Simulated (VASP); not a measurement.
# Os (Fm-3m) in VASP: further runs, part 2 of 2

VASP 6.6.1. Earlier steps stand in the parts before.

### Step 5. Single point, LDA

This run uses another cell than the first one, of 15.30 Å³/atom, 1.061 times its volume.

Contents of INCAR:

```
SYSTEM = Os
ALGO = Normal
EDIFF = 1E-6
ENCUT = 520
ISIF = 2
ISMEAR = 1
LASPH = .True.
LCHARG = .False.
LREAL = .False.
LWAVE = .False.
NBANDS = 10
NELM = 100
PREC = Accurate
SIGMA = 0.1
```

Contents of KPOINTS:

```
k-points
0
Gamma
  13 13 13
  0 0 0
```

Contents of POSCAR:

```
Os
1.0
    0.0000000000      1.9705950404      1.9705950404
    1.9705950404      0.0000000000      1.9705950404
    1.9705950404      1.9705950404      0.0000000000
Os
1
Direct
    0.0000000000      0.0000000000      0.0000000000
```

Command:

```bash
cat potpaw_LDA.64/Os/POTCAR > POTCAR
mpirun -np 1 vasp_std > vasp.out
```

It took 10 s on 1 thread of Intel Xeon Platinum 8259CL at 2.50GHz (Skylake/Cascade Lake), shared host; peak memory 0.14 GiB.

The run converged. Its results:

```yaml
Free_energy: -12.3071 eV
Pressure: -36.2 GPa
Band_gap_on_the_k_mesh: zero (band 4 reaches 9.98 eV, above the bottom of band 5 at 6.88 eV)
```

Levels at points of the mesh, in eV from the Fermi level:
```tsv
k point	band 2	band 3	band 4	band 5	band 6	band 7
(0.00, 0.00, 0.00)	-2.72	-2.72	-2.72	-0.06	-0.06	14.29
```

Caveat: spin-orbit coupling is left out, which moves the levels of the heavy elements.

### Step 6. Single point, LDA

This run uses another cell than the first one, of 15.60 Å³/atom, 1.082 times its volume.

Contents of INCAR:

```
ALGO = Normal
EDIFF = 1E-6
ENCUT = 520
GGA = CA
ISIF = 2
ISMEAR = 1
LASPH = T
LCHARG = F
LREAL = F
LWAVE = F
NBANDS = 10
NELM = 60
PREC = Accurate
SIGMA = 0.1
```

Contents of KPOINTS:

```
k-points
0
Gamma
  13 13 13
```

Contents of POSCAR:

```
Os
1.0
    0.0000000000      1.9831469396      1.9831469396
    1.9831469396      0.0000000000      1.9831469396
    1.9831469396      1.9831469396      0.0000000000
Os
1
Direct
    0.0000000000      0.0000000000      0.0000000000
```

Potentials or basis: VASP PAW LDA potentials, release 64 (Os).

Command:

```bash
cat potpaw_LDA.64/Os/POTCAR > POTCAR
mpirun -np 1 vasp_std > vasp.out
```

OUTCAR:

```text
EDIFF = 1E-6
   ENCUT = 520
   GGA = CA
   ISIF = 2
   ISMEAR = 1
   LASPH = T
   LREAL = F
   NELM = 60
   PREC = Accurate

 ion  position               nearest neighbor table
   1  0.000  0.000  0.000-

  LATTYP: Found a face centered cubic cell.
 ALAT       =     3.9662938792

  Lattice vectors:

 A1 = (   0.0000000000,   1.9831469396,   1.9831469396)
 A2 = (   1.9831469396,   0.0000000000,   1.9831469396)
 A3 = (   1.9831469396,   1.9831469396,   0.0000000000)

Analysis of symmetry for initial positions (statically):
[... 483 lines left out ...]
      4       5.8498      2.00000
      5       9.7804      0.00000
      6      10.7010      0.00000
      7      16.5873      0.00000
      8      23.2530      0.00000
      9      25.7154      0.00000
     10      27.0315      0.00000

 [... further k-points ...]
[... 5 lines left out ...]
  --------------------------------------------------------------------------------------
  -------------------------------------------------------------------------------------
  Total       -3.9756588     -3.9756588     -3.9756588     -0.0000000     -0.0000000      0.0000000
  in kB     -408.3429017   -408.3429017   -408.3429017     -0.0000000     -0.0000000      0.0000000
  external PRESSURE =    -408.3429017 kB  Pullay stress =       0.0000000 kB

 VOLUME and BASIS-vectors are now :
 -----------------------------------------------------------------------------
  energy-cutoff  :      520.00
  volume of cell :       15.60
      direct lattice vectors                 reciprocal lattice vectors
     0.000000000  1.983146940  1.983146940    -0.252124535  0.252124535  0.252124535
     1.983146940  0.000000000  1.983146940     0.252124535 -0.252124535  0.252124535
     1.983146940  1.983146940  0.000000000     0.252124535  0.252124535 -0.252124535

 POSITION                                       TOTAL-FORCE (eV/Angst)
 -----------------------------------------------------------------------------------
      0.00000      0.00000      0.00000         0.000000     -0.000000     -0.000000
 -----------------------------------------------------------------------------------
    total drift:                               -0.000000      0.000000      0.000000

  FREE ENERGIE OF THE ION-ELECTRON SYSTEM (eV)
  ---------------------------------------------------
  free  energy   TOTEN  =       -12.2367115947 eV

  energy  without entropy=      -12.2367265766  energy(sigma->0) =      -12.23671659
```

OSZICAR:

```text
N       E                     dE             d eps       ncg     rms          rms(c)
DAV:   1     0.317777945155E+02    0.31778E+02   -0.41424E+03  1704   0.733E+02
DAV:   2    -0.120786072668E+02   -0.43856E+02   -0.40428E+02  1744   0.192E+02
DAV:   3    -0.131181371382E+02   -0.10395E+01   -0.10355E+01  1960   0.271E+01
DAV:   4    -0.131207725414E+02   -0.26354E-02   -0.26352E-02  1810   0.157E+00
DAV:   5    -0.131207804908E+02   -0.79494E-05   -0.79495E-05  1870   0.780E-02    0.184E+01
DAV:   6    -0.123922400406E+02    0.72854E+00   -0.10577E+00  1934   0.804E+00    0.683E+00
DAV:   7    -0.122414765993E+02    0.15076E+00   -0.48470E-01  1968   0.513E+00    0.422E-01
DAV:   8    -0.122383397578E+02    0.31368E-02   -0.22686E-03  1740   0.387E-01    0.310E-01
DAV:   9    -0.122367188875E+02    0.16209E-02   -0.66251E-04  1820   0.243E-01    0.185E-02
DAV:  10    -0.122367128580E+02    0.60295E-05   -0.16386E-05  1812   0.279E-02    0.150E-02
DAV:  11    -0.122367115935E+02    0.12646E-05   -0.65024E-07  1058   0.120E-02    0.231E-03
DAV:  12    -0.122367115947E+02   -0.12900E-08   -0.22985E-08   886   0.157E-03
   1 F= -.12236712E+02 E0= -.12236717E+02  d E =0.149818E-04
```

Run time: 11 s. Hardware: 1 thread of Intel Xeon Platinum 8259CL at 2.50GHz (Skylake/Cascade Lake), shared host; peak memory 0.14 GiB.

Results:

```yaml
Free_energy: -12.2367 eV
Pressure: -40.8 GPa
Band_gap_on_the_k_mesh: zero (band 4 reaches 9.64 eV, above the bottom of band 5 at 6.64 eV)
```

Levels at points of the mesh, in eV from the Fermi level:
| k point | band 1 | band 2 | band 3 | band 4 | band 5 | band 6 | band 7 | band 8 |
| --- | --- | --- | --- | --- | --- | --- | --- | --- |
| (0.00, 0.00, 0.00) | -9.87 | -2.65 | -2.65 | -2.65 | -0.06 | -0.06 | 14.30 | 19.43 |

Caveat: spin-orbit coupling is left out, which moves the levels of the heavy elements.

### Step 7. Overview

```tsv
cell	gap on the mesh (eV)	pressure (GPa)
a = 2.732 Å, angles 60.0°, 1 atom	none	-18.1
a = 2.751 Å, angles 60.0°, 1 atom	none	-24.9
a = 2.769 Å, angles 60.0°, 1 atom	none	-30.9
a = 2.787 Å, angles 60.0°, 1 atom	none	-36.2
a = 2.805 Å, angles 60.0°, 1 atom	none	-40.8
```

Alike in all rows: task single point; level LDA; potentials or basis VASP PAW LDA potentials, release 64 (Os); no spin polarisation; k mesh 13 × 13 × 13; cutoff (eV) 520; smearing methfessel-paxton 0.1 eV.

Caveats: spin-orbit coupling is left out, which moves the levels of the heavy elements.

Absolute energies hang on the potentials; compare differences alone.
